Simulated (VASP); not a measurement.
Input of a VASP 6.6.1 run:

The input INCAR:

```
SYSTEM = AlAs
PREC = Accurate
ENCUT = 500
EDIFF = 1E-6
ISMEAR = 0
SIGMA = 0.05
LREAL = .FALSE.
LASPH = .TRUE.
NELM = 120
ALGO = Normal
ISIF = 2
LWAVE = .FALSE.
LCHARG = .FALSE.
GGA = RP
IVDW = 13
NBANDS = 11
GGA_COMPAT = .FALSE.
```

File KPOINTS:

```
Automatic mesh
0
G
  8 8 8
  0 0 0
```

File POSCAR:

```
AlAs
1.0
    0.0000000000      2.8539038331      2.8539038331
    2.8539038331      0.0000000000      2.8539038331
    2.8539038331      2.8539038331      0.0000000000
Al As
1 1
Direct
    0.0000000000      0.0000000000      0.0000000000
    0.7500000000      0.7500000000      0.7500000000
```

Potentials or basis: VASP PAW PBE potentials, release 64 (Al, As).

The run is started by

```console
$ cat potpaw_PBE.64/Al/POTCAR potpaw_PBE.64/As/POTCAR > POTCAR
$ mpirun -np 1 vasp_std > vasp.out
```

Task: Estimate the dispersion energy per atom.

Result: -0.610 eV.

Task: Predict the pressure.

Result: -2.6 GPa.

Task: Predict the band gap on the k mesh.

Result: 1.56 eV (least direct gap 2.00 eV).

Caveat: the PAW data sets were made with another functional, which shifts forces and pressure a little. A k mesh can miss the band edges.
